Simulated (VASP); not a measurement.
# C (Fd-3m) in VASP: notebook, part 2 of 2

VASP 6.6.1. The steps go on from the part before.

**4. Single point, r2SCAN**

The input, POSCAR:

```
C
1.0
    3.5602834153      0.0000000000      0.0000000000
    0.0000000000     -3.5602834153      0.0000000000
    0.0000000000      0.0000000000     -3.5602834153
C
8
Direct
    0.5000000000      0.0000000000      0.0000000000
    0.0000000000      0.5000000000      0.0000000000
    0.0000000000      0.0000000000      0.5000000000
    0.5000000000      0.5000000000      0.5000000000
    0.7500000000      0.7500000000      0.7500000000
    0.2500000000      0.2500000000      0.7500000000
    0.2500000000      0.7500000000      0.2500000000
    0.7500000000      0.2500000000      0.2500000000
```

The input, INCAR.step1:

```
ALGO     = Normal         # electronic algorithm
EDIFF    = 1E-5           # SCF threshold, eV
ENCUT    = 910            # plane-wave cutoff, eV
GGA      = PE             # functional
GGA_COMPAT= F            
ISMEAR   = 0              # smearing method
LASPH    = T              # aspherical terms in the spheres
LCHARG   = F              # write CHGCAR
LREAL    = F              # projectors in reciprocal space
LWAVE    = T              # write WAVECAR
NBANDS   = 26             # bands
NELM     = 120            # most SCF steps
PREC     = Accurate       # precision mode
SIGMA    = 0.05           # smearing width, eV
```

The input, INCAR.step2:

```
ALGO     = Normal         # electronic algorithm
EDIFF    = 1E-6           # SCF threshold, eV
ENCUT    = 910            # plane-wave cutoff, eV
GGA_COMPAT= F            
ISIF     = 2              # what is computed and relaxed
ISMEAR   = 0              # smearing method
ISTART   = 1            
LASPH    = T              # aspherical terms in the spheres
LCHARG   = T              # write CHGCAR
LELF     = T              # ELF
LMIXTAU  = T            
LREAL    = F              # projectors in reciprocal space
LVHAR    = T            
LWAVE    = F              # write WAVECAR
METAGGA  = R2SCAN         # meta-GGA
NBANDS   = 26             # bands
NELM     = 120            # most SCF steps
PREC     = Accurate       # precision mode
SIGMA    = 0.05           # smearing width, eV
```

The input, KPOINTS:

```
k-points
0
Gamma
  6 6 6
```

Potentials or basis: VASP PAW PBE potentials, release 64 (C_h).

Run with:

```
> cat potpaw_PBE.64/C_h/POTCAR > POTCAR
> cp INCAR.step1 INCAR
> mpirun -np 1 vasp_std > vasp.out
> cp INCAR.step2 INCAR
> mpirun -np 1 vasp_std > vasp.out
```

OUTCAR:

```text
EDIFF = 1E-6
   ENCUT = 910
   ISIF = 2
   ISMEAR = 0
   ISTART = 1
   LASPH = T
   LREAL = F
   METAGGA = R2SCAN
   NELM = 120
   PREC = Accurate

 ion  position               nearest neighbor table
   1  0.500  0.000  0.000-
   2  0.000  0.500  0.000-
   3  0.000  0.000  0.500-
   4  0.500  0.500  0.500-
   5  0.750  0.750  0.750-
   6  0.250  0.250  0.750-
   7  0.250  0.750  0.250-
   8  0.750  0.250  0.250-

  LATTYP: Found a simple cubic cell.
 ALAT       =     3.5602834153

  Lattice vectors:

 A1 = (   3.5602834153,   0.0000000000,   0.0000000000)
 A2 = (   0.0000000000,  -3.5602834153,   0.0000000000)
 A3 = (   0.0000000000,   0.0000000000,  -3.5602834153)

Analysis of symmetry for initial positions (statically):
=====================================================================
 Subroutine PRICEL returns following result:

  LATTYP: Found a face centered cubic cell.
[... 190 lines left out ...]
 cond. band min:      15.3813861554   @ k =   0.3333   0.0000   0.0000
 fundamental gap:      4.3872990004
 Fermi energy:        11.2803762166

 k-point     1 :       0.0000    0.0000    0.0000
  band No.  band energies     occupation
      1     -11.7504      2.00000
      2      -2.6109      2.00000
      3      -2.6109      2.00000
      4      -2.6109      2.00000
      5      -2.6109      2.00000
      6      -2.6109      2.00000
[... 569 lines left out ...]
     25      20.2251      0.00000
     26      20.2251      0.00000

------------------------ aborting loop because EDIFF is reached ----------------------------------------

  FORCE on cell =-STRESS in cart. coord.  units (eV):
  Direction    XX          YY          ZZ          XY          YZ          ZX
  --------------------------------------------------------------------------------------
  -------------------------------------------------------------------------------------
  Total       -0.2468267     -0.2468267     -0.2468267      0.0000000      0.0000000      0.0000000
  in kB       -8.7629217     -8.7629217     -8.7629217      0.0000000      0.0000000      0.0000000
  external PRESSURE =      -8.7629217 kB  Pullay stress =       0.0000000 kB

 VOLUME and BASIS-vectors are now :
 -----------------------------------------------------------------------------
  energy-cutoff  :      910.00
  volume of cell :       45.13
      direct lattice vectors                 reciprocal lattice vectors
     3.560283415  0.000000000  0.000000000     0.280876516  0.000000000  0.000000000
     0.000000000 -3.560283415  0.000000000     0.000000000 -0.280876516  0.000000000
     0.000000000  0.000000000 -3.560283415     0.000000000  0.000000000 -0.280876516

 POSITION                                       TOTAL-FORCE (eV/Angst)
 -----------------------------------------------------------------------------------
      1.78014      0.00000      0.00000        -0.000000     -0.000000      0.000000
      0.00000     -1.78014      0.00000         0.000000      0.000000      0.000000
      0.00000      0.00000     -1.78014        -0.000000      0.000000     -0.000000
      1.78014     -1.78014     -1.78014         0.000000     -0.000000      0.000000
      2.67021     -2.67021     -2.67021        -0.000000     -0.000000     -0.000000
      0.89007     -0.89007     -2.67021         0.000000      0.000000     -0.000000
      0.89007     -2.67021     -0.89007        -0.000000      0.000000     -0.000000
      2.67021     -0.89007     -0.89007         0.000000     -0.000000      0.000000
 -----------------------------------------------------------------------------------
    total drift:                                0.000000      0.000000     -0.000000

  FREE ENERGIE OF THE ION-ELECTRON SYSTEM (eV)
  ---------------------------------------------------
  free  energy   TOTEN  =       -78.8778570219 eV

  energy  without entropy=      -78.8778570219  energy(sigma->0) =      -78.87785702
```

OUTCAR.step1:

```text
EDIFF = 1E-5
   ENCUT = 910
   GGA = PE
   ISMEAR = 0
[... 828 lines left out ...]
      2.67021     -2.67021     -2.67021         0.000000      0.000000     -0.000000
      0.89007     -0.89007     -2.67021         0.000000     -0.000000     -0.000000
      0.89007     -2.67021     -0.89007        -0.000000     -0.000000     -0.000000
      2.67021     -0.89007     -0.89007         0.000000     -0.000000      0.000000
 -----------------------------------------------------------------------------------
    total drift:                                0.000000      0.000000     -0.000000

  FREE ENERGIE OF THE ION-ELECTRON SYSTEM (eV)
  ---------------------------------------------------
  free  energy   TOTEN  =       -72.8489687665 eV

  energy  without entropy=      -72.8489687665  energy(sigma->0) =      -72.84896877
```

Wall time 56 s (1 thread of Intel Xeon 6975P-C (Granite Rapids), shared host); peak memory 0.21 GiB.

Results:

* Free energy: -78.8779 eV
* Pressure: -0.9 GPa
* Band gap on the k mesh: 4.39 eV

Levels at points of the mesh, in eV from the valence-band top:
| k point | band 13 | band 14 | band 15 | band 16 | band 17 | band 18 | band 19 | band 20 |
| --- | --- | --- | --- | --- | --- | --- | --- | --- |
| (0.00, 0.00, 0.00) | -6.67 | 0.00 | 0.00 | 0.00 | 5.04 | 5.04 | 5.04 | 5.04 |
| (0.50, 0.00, 0.00) | -4.38 | -4.38 | -4.38 | -4.38 | 4.69 | 4.69 | 10.80 | 10.80 |
| (0.50, 0.50, 0.00) | -3.20 | -3.20 | -3.20 | -3.20 | 8.38 | 8.38 | 8.38 | 8.38 |
| (0.50, 0.50, 0.50) | -2.98 | -2.98 | -2.98 | -2.98 | 8.94 | 8.94 | 8.94 | 8.94 |

Caveat: the cutoff is under 1.25 times the usual one of these potentials, so pressure, stress and relaxed cells hold a basis-set (Pulay) error; the PAW data sets were made with another functional, which shifts forces and pressure a little. A k mesh can miss the band edges.

**5. Summary**

```csv
potentials or basis,cell,k mesh,cutoff (eV),second run,gap on the mesh (eV),pressure (GPa)
"VASP PAW PBE potentials, release 64 (C)","a = 3.560 Å, 8 atoms",6 × 6 × 6,520,-,4.36,1.1
"VASP PAW PBE potentials, release 64 (C)","a = 2.518, b = 2.518, c = 4.360 Å, angles 73.2, 73.2, 60.0°, 4 atoms",12 × 12 × 10,520,-,4.37,1.1
"VASP PAW PBE potentials, release 64 (C_h)","a = 3.560 Å, 8 atoms",6 × 6 × 6,910,hard_potentials,4.39,-0.9
```

Alike in all rows: task single point; level r2SCAN; no spin polarisation; smearing gaussian 0.05 eV.

Caveats: the PAW data sets were made with another functional, which shifts forces and pressure a little; the cutoff is under 1.25 times the usual one of these potentials, so pressure, stress and relaxed cells hold a basis-set (Pulay) error (some runs).

Total energies depend on the potentials used, so only differences within one code and one set of settings carry meaning.
